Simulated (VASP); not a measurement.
# CdS in VASP: single point with PBEsol

Aim: the single point of CdS with PBEsol.

Everything below comes from runs of VASP 6.6.1. Logs are shortened: lines on timing, memory, paths and dates and some standing lists are left out, and cuts for length are marked.

## 1. The cell of the first run

The cell holds a slab with vacuum, 8 atoms: a = 4.124 Å, b = 6.710 Å, c = 19.762 Å, α = 90.00°, β = 90.00°, γ = 90.00°.

## 2. Single point, PBEsol

INCAR reads:

```
SYSTEM = CdS
PREC = Accurate
ENCUT = 400
EDIFF = 1E-6
ISMEAR = 0
SIGMA = 0.05
LREAL = .False.
LASPH = .True.
NELM = 120
ALGO = Normal
ISIF = 2
LWAVE = .False.
LCHARG = .False.
LDIPOL = .True.
IDIPOL = 3
DIPOL = 0.5 0.5 0.500
GGA = PS
NBANDS = 46
GGA_COMPAT = .False.
NELMDL = -8
```

KPOINTS reads:

```
Automatic mesh
0
Gamma
  7 4 1
  0 0 0
```

POSCAR reads:

```
CdS
1.0
    4.1238232214      0.0000000000      0.0000000000
    0.0000000000      6.7095012884      0.0000000000
    0.0000000000      0.0000000000     19.7617808940
Cd S
4 4
Direct
    0.0000000000      0.0007597471      0.3795204511
    0.5000000000      0.5007597471      0.4397602256
    0.5000000000      0.0007597471      0.5602397744
    0.0000000000      0.5007597471      0.6204795489
    0.0000000000      0.6242402529      0.3795204511
    0.5000000000      0.1242402529      0.4397602256
    0.5000000000      0.6242402529      0.5602397744
    0.0000000000      0.1242402529      0.6204795489
```

Potentials or basis: VASP PAW PBE potentials, release 64 (Cd, S).

The run is started by

```console
$ cat potpaw_PBE.64/Cd/POTCAR potpaw_PBE.64/S/POTCAR > POTCAR
$ mpirun -np 1 vasp_std > vasp.out
```

OUTCAR:

```text
SYSTEM = CdS
   PREC = Accurate
   ENCUT = 400
   EDIFF = 1E-6
   ISMEAR = 0
   LREAL = .False.
   LASPH = .True.
   NELM = 120
   ISIF = 2
   GGA = PS
   NELMDL = -8

 ion  position               nearest neighbor table
   1  0.000  0.001  0.380-   6 2.52   6 2.52   5 2.53
   2  0.500  0.501  0.440-   7 2.52   5 2.52   5 2.52   6 2.53
   3  0.500  0.001  0.560-   6 2.52   8 2.52   8 2.52   7 2.53
   4  0.000  0.501  0.620-   7 2.52   7 2.52   8 2.53
   5  0.000  0.624  0.380-   2 2.52   2 2.52   1 2.53
   6  0.500  0.124  0.440-   3 2.52   1 2.52   1 2.52   2 2.53
   7  0.500  0.624  0.560-   2 2.52   4 2.52   4 2.52   3 2.53
   8  0.000  0.124  0.620-   3 2.52   3 2.52   4 2.53

  LATTYP: Found a simple orthorhombic cell.
 ALAT       =     4.1238232214
 B/A-ratio  =     1.6270099197
 C/A-ratio  =     4.7921018514

  Lattice vectors:

 A1 = (   4.1238232214,   0.0000000000,   0.0000000000)
 A2 = (   0.0000000000,   6.7095012884,   0.0000000000)
 A3 = (   0.0000000000,   0.0000000000,  19.7617808940)

Analysis of symmetry for initial positions (statically):
=====================================================================
 Subroutine PRICEL returns:
 Original cell was already a primitive cell.

 Routine SETGRP: Setting up the symmetry group for a
 simple orthorhombic supercell.

 Subroutine GETGRP returns: Found  4 space group operations
 (whereof  2 operations were pure point group operations)
 out of a pool of  8 trial point group operations.

The static configuration has the point symmetry C_1h.
 The point group associated with its full space group is C_2v.

Analysis of symmetry for dynamics (positions and initial velocities):
=====================================================================
 Subroutine PRICEL returns:
 Original cell was already a primitive cell.

 Routine SETGRP: Setting up the symmetry group for a
 simple orthorhombic supercell.

 Subroutine GETGRP returns: Found  4 space group operations
 (whereof  2 operations were pure point group operations)
 out of a pool of  8 trial point group operations.

The dynamic configuration has the point symmetry C_1h.
 The point group associated with its full space group is C_2v.

 Subroutine INISYM returns: Found  4 space group operations
 (whereof  2 operations are pure point group operations),
 and found     1 'primitive' translations

----------------------------------------------------------------------------------------

                                     Primitive cell

  volume of cell :     546.7847

  direct lattice vectors                    reciprocal lattice vectors
     4.123823221  0.000000000  0.000000000     0.242493421  0.000000000  0.000000000
     0.000000000  6.709501288  0.000000000     0.000000000  0.149042374  0.000000000
     0.000000000  0.000000000 19.761780894     0.000000000  0.000000000  0.050602727

  length of vectors
     4.123823221  6.709501288 19.761780894     0.242493421  0.149042374  0.050602727

  position of ions in fractional coordinates (direct lattice)
     0.000000000  0.000759747  0.379520451
     0.500000000  0.500759747  0.439760226
     0.500000000  0.000759747  0.560239774
     0.000000000  0.500759747  0.620479549
     0.000000000  0.624240253  0.379520451
     0.500000000  0.124240253  0.439760226
     0.500000000  0.624240253  0.560239774
     0.000000000  0.124240253  0.620479549

  ion indices of the primitive-cell ions
   primitive index   ion index
                 1           1
                 2           2
                 3           3
                 4           4
                 5           5
                 6           6
                 7           7
                 8           8

----------------------------------------------------------------------------------------

 KPOINTS: Automatic mesh

Automatic generation of k-mesh.
 Grid dimensions read from file:
 generate k-points for:    7    4    1

 Generating k-lattice:

  Cartesian coordinates                     Fractional coordinates (reciprocal lattice)
     0.034641917  0.000000000  0.000000000     0.142857143  0.000000000  0.000000000
     0.000000000  0.037260593  0.000000000     0.000000000  0.250000000  0.000000000
     0.000000000  0.000000000  0.050602727     0.000000000  0.000000000  1.000000000

  Length of vectors
     0.034641917  0.037260593  0.050602727

  Shift w.r.t. Gamma in fractional coordinates (k-lattice)
     0.000000000  0.000000000  0.000000000

 Subroutine IBZKPT returns following result:
 ===========================================

 Found     12 irreducible k-points:

 Following reciprocal coordinates:
            Coordinates               Weight
  0.000000  0.000000  0.000000      1.000000
  0.142857  0.000000  0.000000      2.000000
  0.285714  0.000000  0.000000      2.000000
  0.428571  0.000000  0.000000      2.000000
  0.000000  0.250000  0.000000      2.000000
  0.142857  0.250000  0.000000      4.000000
  0.285714  0.250000  0.000000      4.000000
  0.428571  0.250000  0.000000      4.000000
  0.000000  0.500000  0.000000      1.000000
  0.142857  0.500000  0.000000      2.000000
  0.285714  0.500000  0.000000      2.000000
  0.428571  0.500000  0.000000      2.000000
   k-points           NKPTS =     12   k-points in BZ     NKDIM =     12   number of bands    NBANDS=     46
   number of dos      NEDOS =    301   number of ions     NIONS =      8
   total plane-waves  NPLWV = 188160
   dimension x,y,z NGX =    28 NGY =   48 NGZ =  140
   dimension x,y,z NGXF=    56 NGYF=   96 NGZF=  280
   ions per type =               4   4
   NGX,Y,Z   is equivalent  to a cutoff of  11.29, 11.89, 11.78 a.u.
   NGXF,Y,Z  is equivalent  to a cutoff of  22.58, 23.79, 23.55 a.u.
 SYSTEM =  CdS
   PREC   = accura    normal or accurate (medium, high low for compatibility)
   ISTART =      0    job   : 0-new  1-cont  2-samecut
   ICHARG =      2    charge: 1-file 2-atom 10-const
   ISPIN  =      1    spin polarized calculation?
   LNONCOLLINEAR =      F non collinear calculations
   LSORBIT =      F    spin-orbit coupling
   LASPH  =      T    aspherical Exc in radial PAW
   ENCUT  =  400.0 eV  29.40 Ry    5.42 a.u.   6.72 10.94 32.23*2*pi/ulx,y,z
   NELM   =    120;   NELMIN=  2; NELMDL= -8     # of ELM steps
   EDIFF  = 0.1E-05   stopping-criterion for ELM
   LREAL  =      F    real-space projection
   EDIFFG = 0.1E-04   stopping-criterion for IOM
   NSW    =      0    number of steps for IOM
   IBRION =     -1    ionic relax: 0-MD 1-quasi-New 2-CG
   NFREE  =      0    steps in history (QN), initial steepest desc. (CG)
   ISIF   =      2    stress and relaxation
   ISYM   =      2    0-nonsym 1-usesym 2-fastsym
   POTIM  = 0.5000    time-step for ionic-motion
   TEBEG  =    0.0;   TEEND  =   0.0 temperature during run
   PSTRESS=    0.0 pullay stress
   NELECT =      72.0000    total number of electrons
   NUPDOWN=      -1.0000    fix difference up-down
   EMIN   =  10.00;   EMAX   =-10.00  energy-range for DOS
   EFERMI =   0.00;   METHOD = LEGACY
   ISMEAR =     0;   SIGMA  =   0.05  broadening in eV -4-tet -1-fermi 0-gaus
   EFERMI_NEDOS =   21; number of points for ismear=-14 and -15
   IALGO  =     38    algorithm
   IMIX   =      4    mixing-type and parameters
     AMIX     =   0.40;   BMIX     =  1.00
     AMIX_MAG =   1.60;   BMIX_MAG =  1.00
  volume/ion in A,a.u.               =      68.35       461.24
  Fermi-wavevector in a.u.,A,eV,Ry     =   0.832876  1.573907  9.438116  0.693682
  Thomas-Fermi vector in A             =   1.946005
   LORBIT       =      0    0 simple, 1 ext, 2 COOP (PROOUT), +10 PAW based schemes
   GGA     = PS    functional components
   LHFCALC =     F    Hartree Fock is set to
   AEXX    =    0.0000 exact exchange contribution
   IVDW    =     0    specifies the selected vdW correction
   LEPSILON=     F    determine dielectric tensor
   LRPA    =     F    only Hartree local field effects (RPA)
 non-spin polarized calculation
 Gauss-broadening in eV      SIGMA  =   0.05
  energy-cutoff  :      400.00
  volume of cell :      546.78
 maximum number of plane-waves:      9960
 NGX is ok and might be reduce to    28
   NGX = 13   NGY = 21   NGZ = 65

 number of electron      72.0000022 magnetization

 dipolmoment           0.000000      0.000000      0.000000 electrons x Angstroem

 Free energy of the ion-electron system (eV)
  ---------------------------------------------------
  ext. energy  EPLUGINS =         0.00000000
  ---------------------------------------------------
  free energy    TOTEN  =       -25.07612443 eV

  energy without entropy =      -25.07612443  energy(sigma->0) =      -25.07612443

 E-fermi :  -2.5182     XC(G=0):  -3.9882

 val. band max:       -2.7670593939   @ k =   0.0000   0.0000   0.0000
 cond. band min:      -1.8269927956   @ k =   0.0000   0.0000   0.0000
 fundamental gap:      0.9400665983
 Fermi energy:        -2.5182082032

 k-point     1 :       0.0000    0.0000    0.0000
  band No.  band energies     occupation
      1     -15.2909      2.00000
      2     -15.1069      2.00000
      3     -14.1390      2.00000
      4     -14.1085      2.00000
      5     -10.8755      2.00000
      6     -10.8724      2.00000
[... 38 lines left out ...]
     45       2.8926      0.00000
     46       3.4555      0.00000

 k-point     2 :       0.1429    0.0000    0.0000
  band No.  band energies     occupation
      1     -15.2561      2.00000
      2     -15.0804      2.00000
      3     -14.1134      2.00000
      4     -14.0892      2.00000
      5     -10.8520      2.00000
      6     -10.8489      2.00000
[... 482 lines left out ...]
 k-point    12 :       0.4286    0.5000    0.0000
  band No.  band energies     occupation
      1     -15.0330      2.00000
      2     -15.0330      2.00000
      3     -13.9950      2.00000
      4     -13.9950      2.00000
      5     -10.7070      2.00000
      6     -10.7070      2.00000
[... 38 lines left out ...]
     45       3.3997      0.00000
     46       3.3997      0.00000

------------------------ aborting loop because EDIFF is reached ----------------------------------------

 vacuum level on the upper side and lower side of the slab       (xc-potential included)        -0.092        -0.092

  FORCE on cell =-STRESS in cart. coord.  units (eV):
  Direction    XX          YY          ZZ          XY          YZ          ZX
  --------------------------------------------------------------------------------------
  -------------------------------------------------------------------------------------
  Total       -1.9201090     -3.7232019     -0.9727768      0.0000000      0.0000000      0.0000000
  in kB       -5.6262639    -10.9096497     -2.8504105      0.0000000      0.0000000      0.0000000
  external PRESSURE =      -6.4621080 kB  Pullay stress =       0.0000000 kB

 VOLUME and BASIS-vectors are now :
 -----------------------------------------------------------------------------
  energy-cutoff  :      400.00
  volume of cell :      546.78
      direct lattice vectors                 reciprocal lattice vectors
     4.123823221  0.000000000  0.000000000     0.242493421  0.000000000  0.000000000
     0.000000000  6.709501288  0.000000000     0.000000000  0.149042374  0.000000000
     0.000000000  0.000000000 19.761780894     0.000000000  0.000000000  0.050602727

 POSITION                                       TOTAL-FORCE (eV/Angst)
 -----------------------------------------------------------------------------------
      0.00000      0.00510      7.50000         0.000000     -0.776281      0.948153
      2.06191      3.35985      8.69045         0.000000      0.339853     -0.460707
      2.06191      0.00510     11.07134         0.000000      0.339853      0.460707
      0.00000      3.35985     12.26178         0.000000     -0.776281     -0.948153
      0.00000      4.18834      7.50000         0.000000      0.230713     -0.203570
      2.06191      0.83359      8.69045         0.000000      0.205714     -0.844610
      2.06191      4.18834     11.07134         0.000000      0.205714      0.844610
      0.00000      0.83359     12.26178         0.000000      0.230713      0.203570
 -----------------------------------------------------------------------------------
    total drift:                                0.000000     -0.001603     -0.000003

  FREE ENERGIE OF THE ION-ELECTRON SYSTEM (eV)
  ---------------------------------------------------
  free  energy   TOTEN  =       -25.0761244296 eV

  energy  without entropy=      -25.0761244296  energy(sigma->0) =      -25.07612443

 vacuum level on the upper side and lower side of the slab         2.262         2.262
```

Wall time 6.8 min (1 thread of Intel Xeon Platinum 8375C at 2.90GHz (Ice Lake), shared host); peak memory 0.52 GiB.

What came out:

```
Free energy            : -25.0761 eV
Largest force          : 1.225 eV/Å
Band gap on the k mesh : 0.94 eV
```

Forces on the atoms (eV/Å):
```
Cd   0.000 -0.776  0.948
Cd   0.000  0.340 -0.461
Cd   0.000  0.340  0.461
Cd   0.000 -0.776 -0.948
S    0.000  0.231 -0.204
S    0.000  0.206 -0.845
S    0.000  0.206  0.845
S    0.000  0.231  0.204
```

Caveat: the PAW data sets were made with another functional, which shifts forces and pressure a little.
